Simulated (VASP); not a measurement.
# NiO (P4_2/mnm) in VASP: single point with PBEsol

Aim: the single point of NiO with PBEsol.

Everything below comes from runs of VASP 6.6.1. Logs are shortened: lines on timing, memory, paths and dates and some standing lists are left out, and cuts for length are marked.

## 1. The cell of the first run

Symmetry: P4_2/mnm, No. 136, tetragonal system. Conventional cell: a = 5.551 Å, b = 5.551 Å, c = 3.264 Å, α = 90.00°, β = 90.00°, γ = 90.00°. Ni (site symmetry m2m) has 4 O at 1.95 to 2.02 Å within 2.6 Å. O (site symmetry m2m) has 4 Ni at 1.95 to 2.02 Å within 2.6 Å.

## 2. Single point, PBEsol, collinear spin, ferromagnetic start

File INCAR:

```
PREC     = Accurate       # precision mode
ENCUT    = 520            # plane-wave cutoff, eV
EDIFF    = 1E-6           # SCF threshold, eV
ISMEAR   = 0              # smearing method
SIGMA    = 0.1            # smearing width, eV
LREAL    = F              # projectors in reciprocal space
LASPH    = T              # aspherical terms in the spheres
NELM     = 150            # most SCF steps
ALGO     = Fast           # electronic algorithm
ISIF     = 2              # what is computed and relaxed
LWAVE    = F              # write WAVECAR
LCHARG   = F              # write CHGCAR
ISPIN    = 2              # spin polarisation
MAGMOM   = 2 2 2 2 0 0 0 0 # initial moments
LORBIT   = 11             # projections on sites
LMAXMIX  = 4              # l up to which the mixer works
GGA      = PS             # functional
NBANDS   = 46             # bands
```

File KPOINTS:

```
regular mesh
0
Gamma
  4 4 6
```

File POSCAR:

```
NiO
1.0
    5.5505245536      0.0000000000      0.0000000000
    0.0000000000      5.5505245536      0.0000000000
    0.0000000000      0.0000000000      3.2642799151
Ni O
4 4
Direct
    0.1820766764      0.1820766764      0.5000000000
    0.8179233236      0.8179233236      0.5000000000
    0.6820766764      0.3179233236      0.0000000000
    0.3179233236      0.6820766764      0.0000000000
    0.8179728430      0.1820271570      0.5000000000
    0.1820271570      0.8179728430      0.5000000000
    0.6820271570      0.6820271570      0.0000000000
    0.3179728430      0.3179728430      0.0000000000
```

Potentials or basis: VASP PAW PBE potentials, release 64 (Ni, O).

Launch:

```sh
$ cat potpaw_PBE.64/Ni/POTCAR potpaw_PBE.64/O/POTCAR > POTCAR
$ mpirun -np 1 vasp_std > vasp.out
```

OUTCAR:

```text
PREC = Accurate
   ENCUT = 520
   EDIFF = 1E-6
   ISMEAR = 0
   LREAL = F
   LASPH = T
   NELM = 150
   ISIF = 2
   ISPIN = 2
   LORBIT = 11
   GGA = PS

 ion  position               nearest neighbor table
   1  0.182  0.182  0.500-   8 1.95   8 1.95   5 2.02   6 2.02   2 2.86
   2  0.818  0.818  0.500-   7 1.95   7 1.95   5 2.02   6 2.02   1 2.86
   3  0.682  0.318  0.000-   5 1.95   5 1.95   8 2.02   7 2.02   4 2.86
   4  0.318  0.682  0.000-   6 1.95   6 1.95   8 2.02   7 2.02   3 2.86
   5  0.818  0.182  0.500-   3 1.95   3 1.95   1 2.02   2 2.02
   6  0.182  0.818  0.500-   4 1.95   4 1.95   1 2.02   2 2.02
   7  0.682  0.682  0.000-   2 1.95   2 1.95   4 2.02   3 2.02
   8  0.318  0.318  0.000-   1 1.95   1 1.95   4 2.02   3 2.02

  LATTYP: Found a simple tetragonal cell.
 ALAT       =     5.5505245536
 C/A-ratio  =     0.5881029592

  Lattice vectors:

 A1 = (   5.5505245536,   0.0000000000,   0.0000000000)
 A2 = (   0.0000000000,   5.5505245536,   0.0000000000)
 A3 = (   0.0000000000,   0.0000000000,   3.2642799151)

Analysis of symmetry for initial positions (statically):
=====================================================================
 Subroutine PRICEL returns:
 Original cell was already a primitive cell.

 Routine SETGRP: Setting up the symmetry group for a
 simple tetragonal supercell.

 Subroutine GETGRP returns: Found 16 space group operations
 (whereof  8 operations were pure point group operations)
 out of a pool of 16 trial point group operations.

The static configuration has the point symmetry D_2h.
 The point group associated with its full space group is D_4h.

Analysis of symmetry for dynamics (positions and initial velocities):
=====================================================================
 Subroutine PRICEL returns:
 Original cell was already a primitive cell.

 Routine SETGRP: Setting up the symmetry group for a
 simple tetragonal supercell.

 Subroutine GETGRP returns: Found 16 space group operations
 (whereof  8 operations were pure point group operations)
 out of a pool of 16 trial point group operations.

The dynamic configuration has the point symmetry D_2h.
 The point group associated with its full space group is D_4h.

Analysis of structural, dynamic, and magnetic symmetry:
=====================================================================
 Subroutine PRICEL returns:
 Original cell was already a primitive cell.

 Routine SETGRP: Setting up the symmetry group for a
 simple tetragonal supercell.

 Subroutine GETGRP returns: Found 16 space group operations
 (whereof  8 operations were pure point group operations)
 out of a pool of 16 trial point group operations.

The overall configuration has the point symmetry D_2h.
 The point group associated with its full space group is D_4h.

 Subroutine INISYM returns: Found 16 space group operations
 (whereof  8 operations are pure point group operations),
 and found     1 'primitive' translations

----------------------------------------------------------------------------------------

                                     Primitive cell

  volume of cell :     100.5670

  direct lattice vectors                    reciprocal lattice vectors
     5.550524554  0.000000000  0.000000000     0.180163152  0.000000000  0.000000000
     0.000000000  5.550524554  0.000000000     0.000000000  0.180163152  0.000000000
     0.000000000  0.000000000  3.264279915     0.000000000  0.000000000  0.306346277

  length of vectors
     5.550524554  5.550524554  3.264279915     0.180163152  0.180163152  0.306346277

  position of ions in fractional coordinates (direct lattice)
     0.182076676  0.182076676  0.500000000
     0.817923324  0.817923324  0.500000000
     0.682076676  0.317923324  0.000000000
     0.317923324  0.682076676  0.000000000
     0.817972843  0.182027157  0.500000000
     0.182027157  0.817972843  0.500000000
     0.682027157  0.682027157  0.000000000
     0.317972843  0.317972843  0.000000000

  ion indices of the primitive-cell ions
   primitive index   ion index
                 1           1
                 2           2
                 3           3
                 4           4
[... 60 lines left out ...]
   dimension x,y,z NGX =    42 NGY =   42 NGZ =   24
   dimension x,y,z NGXF=    84 NGYF=   84 NGZF=   48
   ions per type =               4   4
   NGX,Y,Z   is equivalent  to a cutoff of  12.58, 12.58, 12.22 a.u.
   NGXF,Y,Z  is equivalent  to a cutoff of  25.16, 25.16, 24.45 a.u.
 SYSTEM =  unknown system
   PREC   = accura    normal or accurate (medium, high low for compatibility)
   ISTART =      0    job   : 0-new  1-cont  2-samecut
   ICHARG =      2    charge: 1-file 2-atom 10-const
   ISPIN  =      2    spin polarized calculation?
   LNONCOLLINEAR =      F non collinear calculations
   LSORBIT =      F    spin-orbit coupling
   LASPH  =      T    aspherical Exc in radial PAW
   ENCUT  =  520.0 eV  38.22 Ry    6.18 a.u.  10.32 10.32  6.07*2*pi/ulx,y,z
   NELM   =    150;   NELMIN=  2; NELMDL= -5     # of ELM steps
   EDIFF  = 0.1E-05   stopping-criterion for ELM
   LREAL  =      F    real-space projection
   EDIFFG = 0.1E-04   stopping-criterion for IOM
   NSW    =      0    number of steps for IOM
   IBRION =     -1    ionic relax: 0-MD 1-quasi-New 2-CG
   NFREE  =      0    steps in history (QN), initial steepest desc. (CG)
   ISIF   =      2    stress and relaxation
   ISYM   =      2    0-nonsym 1-usesym 2-fastsym
   POTIM  = 0.5000    time-step for ionic-motion
   TEBEG  =    0.0;   TEEND  =   0.0 temperature during run
   PSTRESS=    0.0 pullay stress
   NELECT =      64.0000    total number of electrons
   NUPDOWN=      -1.0000    fix difference up-down
   EMIN   =  10.00;   EMAX   =-10.00  energy-range for DOS
   EFERMI =   0.00;   METHOD = LEGACY
   ISMEAR =     0;   SIGMA  =   0.10  broadening in eV -4-tet -1-fermi 0-gaus
   EFERMI_NEDOS =   21; number of points for ismear=-14 and -15
   IALGO  =     68    algorithm
   IMIX   =      4    mixing-type and parameters
     AMIX     =   0.40;   BMIX     =  1.00
     AMIX_MAG =   1.60;   BMIX_MAG =  1.00
  volume/ion in A,a.u.               =      12.57        84.83
  Fermi-wavevector in a.u.,A,eV,Ry     =   1.408152  2.661022 26.978901  1.982893
  Thomas-Fermi vector in A             =   2.530339
   LORBIT       =     11    0 simple, 1 ext, 2 COOP (PROOUT), +10 PAW based schemes
   GGA     = PS    functional components
   LHFCALC =     F    Hartree Fock is set to
   AEXX    =    0.0000 exact exchange contribution
   IVDW    =     0    specifies the selected vdW correction
   LEPSILON=     F    determine dielectric tensor
   LRPA    =     F    only Hartree local field effects (RPA)
 spin polarized calculation
 RMM-DIIS sequential band-by-band and
 Gauss-broadening in eV      SIGMA  =   0.10
  energy-cutoff  :      520.00
  volume of cell :      100.57
 maximum number of plane-waves:      2748
 NGX is ok and might be reduce to    42
   NGX = 21   NGY = 21   NGZ = 13

 number of electron      64.0000029 magnetization       7.7487175

 Free energy of the ion-electron system (eV)
  ---------------------------------------------------
  ext. energy  EPLUGINS =         0.00000000
  ---------------------------------------------------
  free energy    TOTEN  =       -48.84908820 eV

  energy without entropy =      -48.81594903  energy(sigma->0) =      -48.83251861

 E-fermi :   4.2376     XC(G=0): -10.8242

 val. band max:        4.2102838425   @ k =   0.5000   0.0000   0.3333
 cond. band min:       4.2475852737   @ k =   0.5000   0.5000   0.1667
 fundamental gap:      0.0373014312
 Fermi energy:         4.2376398789

 spin component 1

 k-point     1 :       0.0000    0.0000    0.0000
  band No.  band energies     occupation
      1     -15.1414      1.00000
      2     -14.5454      1.00000
      3     -14.5454      1.00000
      4     -14.4753      1.00000
      5      -2.6434      1.00000
      6      -1.8661      1.00000
[... 1117 lines left out ...]
     43      12.3584      0.00000
     44      12.3584      0.00000
 Fermi energy:         4.2376398789

 spin component 2

 k-point     1 :       0.0000    0.0000    0.0000
  band No.  band energies     occupation
      1     -14.5109      1.00000
      2     -13.8708      1.00000
      3     -13.8708      1.00000
      4     -13.7948      1.00000
      5      -2.0985      1.00000
      6      -1.1015      1.00000
[... 1117 lines left out ...]
     43      12.9842      0.00000
     44      12.9842      0.00000
 [bands above 44 left out]

------------------------ aborting loop because EDIFF is reached ----------------------------------------

  FORCE on cell =-STRESS in cart. coord.  units (eV):
  Direction    XX          YY          ZZ          XY          YZ          ZX
  --------------------------------------------------------------------------------------
  -------------------------------------------------------------------------------------
  Total       -7.6428218     -7.6428218     -9.1665677      0.0000000      0.0000000      0.0000000
  in kB     -121.7611851   -121.7611851   -146.0366565      0.0000000      0.0000000      0.0000000
  external PRESSURE =    -129.8530089 kB  Pullay stress =       0.0000000 kB

 VOLUME and BASIS-vectors are now :
 -----------------------------------------------------------------------------
  energy-cutoff  :      520.00
  volume of cell :      100.57
      direct lattice vectors                 reciprocal lattice vectors
     5.550524554  0.000000000  0.000000000     0.180163152  0.000000000  0.000000000
     0.000000000  5.550524554  0.000000000     0.000000000  0.180163152  0.000000000
     0.000000000  0.000000000  3.264279915     0.000000000  0.000000000  0.306346277

 POSITION                                       TOTAL-FORCE (eV/Angst)
 -----------------------------------------------------------------------------------
      1.01062      1.01062      1.63214        -0.107451     -0.107451     -0.000000
      4.53990      4.53990      1.63214         0.107451      0.107451      0.000000
      3.78588      1.76464      0.00000        -0.107451      0.107451      0.000000
      1.76464      3.78588      0.00000         0.107451     -0.107451     -0.000000
      4.54018      1.01035      1.63214         0.152887     -0.152887     -0.000000
      1.01035      4.54018      1.63214        -0.152887      0.152887      0.000000
      3.78561      3.78561      0.00000        -0.152887     -0.152887     -0.000000
      1.76492      1.76492      0.00000         0.152887      0.152887      0.000000
 -----------------------------------------------------------------------------------
    total drift:                                0.000000     -0.000000     -0.000000

  FREE ENERGIE OF THE ION-ELECTRON SYSTEM (eV)
  ---------------------------------------------------
  free  energy   TOTEN  =       -48.8490881998 eV

  energy  without entropy=      -48.8159490290  energy(sigma->0) =      -48.83251861

 total charge

# of ion       s       p       d       tot
------------------------------------------
    1        0.362   0.416   8.221   9.000
    2        0.362   0.416   8.221   9.000
    3        0.362   0.416   8.221   9.000
    4        0.362   0.416   8.221   9.000
    5        1.551   3.364   0.000   4.915
    6        1.551   3.364   0.000   4.915
    7        1.551   3.364   0.000   4.915
    8        1.551   3.364   0.000   4.915
--------------------------------------------------
tot          7.652  15.120  32.886  55.659

 magnetization (x)

# of ion       s       p       d       tot
------------------------------------------
    1        0.005   0.037   1.453   1.495
    2        0.005   0.037   1.453   1.495
    3        0.005   0.037   1.453   1.495
    4        0.005   0.037   1.453   1.495
    5        0.016   0.355   0.000   0.371
    6        0.016   0.355   0.000   0.371
    7        0.016   0.355   0.000   0.371
    8        0.016   0.355   0.000   0.371
--------------------------------------------------
tot          0.085   1.567   5.812   7.464
```

It took 2.2 min on 1 thread of Intel Xeon 6975P-C (Granite Rapids), shared host; peak memory 0.31 GiB.

Results:

```yaml
Free_energy: -48.8491 eV
Pressure: -13.0 GPa
Largest_force: 0.216 eV/Å
Net_moment: 7.75 μB per cell
Site_moments: Ni +1.50; O +0.37 μB
Valence_electrons_inside_the_program's_atomic_spheres: Ni 9.00; O 4.92
```

Forces in eV/Å, atoms in the order of the input:
```
Ni  -0.107 -0.107  0.000
Ni   0.107  0.107  0.000
Ni  -0.107  0.107  0.000
Ni   0.107 -0.107  0.000
O    0.153 -0.153  0.000
O   -0.153  0.153  0.000
O   -0.153 -0.153  0.000
O    0.153  0.153  0.000
```

Caveat: the cell stands under tension; the PAW data sets were made with another functional, which shifts forces and pressure a little; semilocal functionals often make such compounds metallic where correlation or magnetic order opens a gap, which also shifts bond lengths. With open d or f shells a metallic result of PBEsol can be an artefact of self-interaction; +U or a hybrid may open a gap.
